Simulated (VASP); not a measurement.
Wanted: the native input for a VASP 6.6.1 run.

```yaml
Task: single point
Functional: PBE
Potentials_or_basis: VASP PAW PBE potentials, release 64 (Cu)
Cutoff: 600 eV
k_mesh: 13 × 13 × 13
Occupations: gaussian, width 0.018 eV
Spin: no spin polarisation
Dipole_correction: no
Further_INCAR_settings: ALGO = Normal; EDIFF = 1e-06; NBANDS = 12
```

The structure of Cu lies in POSCAR:

```
Cu
1.0
    0.0000000000      1.8075000000      1.8075000000
    1.8075000000      0.0000000000      1.8075000000
    1.8075000000      1.8075000000      0.0000000000
Cu
1
Direct
    0.0000000000      0.0000000000      0.0000000000
```

The input as run:

INCAR

```
PREC = Accurate ; ENCUT = 600
EDIFF = 1E-6 ; ISMEAR = 0
SIGMA = 0.018000000000000002 ; LREAL = False
LASPH = True ; NELM = 120
ALGO = Normal ; ISIF = 2
LWAVE = False ; LCHARG = True
GGA = PE ; LELF = True
LVHAR = True ; NBANDS = 12
GGA_COMPAT = False
```

KPOINTS

```
Automatic mesh
0
Gamma
  13 13 13
```

Potentials or basis: VASP PAW PBE potentials, release 64 (Cu).

Command:

```sh
$ cat potpaw_PBE.64/Cu/POTCAR > POTCAR
$ mpirun -np 1 vasp_std > vasp.out
```

Results of the run:

| Quantity | Value |
| --- | --- |
| Pressure | 2.3 GPa |

It took 5.6 s on 1 thread of AMD EPYC 9R45 96-Core Processor (Zen 5), with other jobs on the host, peak memory 0.1 GiB.
